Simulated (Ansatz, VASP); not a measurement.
# One calculation of Se, two programs

```xyz
1
Lattice="2.7684 0.0000 0.0000 0.0000 2.7684 0.0000 0.0000 0.0000 2.7684" Properties=species:S:1:pos:R:3 pbc="T T T"
Se    0.0000    0.0000    0.0000
```

Change from the starting cell: strain -0.015 along x and y, -0.015 along z, atoms carried along.

Alike in both runs: task single point; functional LDA; k mesh 16 × 16 × 16; occupations gaussian, width 0.15 eV; no spin polarisation.

|  | VASP | Ansatz |
| --- | --- | --- |
| version | VASP 6.6.1 | Ansatz 0.2.0 |
| potentials or method | VASP PAW LDA potentials, release 64 (Se), cutoff 520 eV | scalar-relativistic, plane waves, PAW |
| valence electrons in the cell | 6 | 16 |

VASP gave:

| Quantity | Value |
| --- | --- |
| gap on the k mesh at the Fermi level (eV) | none |
| pressure (GPa) | 0.2 |

Estimate Ansatz's values.

gap on the k mesh at the Fermi level (eV): none; pressure (GPa): 0.0.

LDA's correlation is that of Perdew and Zunger in VASP and of Perdew and Wang (1992) in Ansatz. A gap of «none» marks a metal or a gap that the smearing closes. VASP's potentials hold 6 valence electrons a cell and Ansatz's 16, so a difference there can come from the potentials and not from the codes.
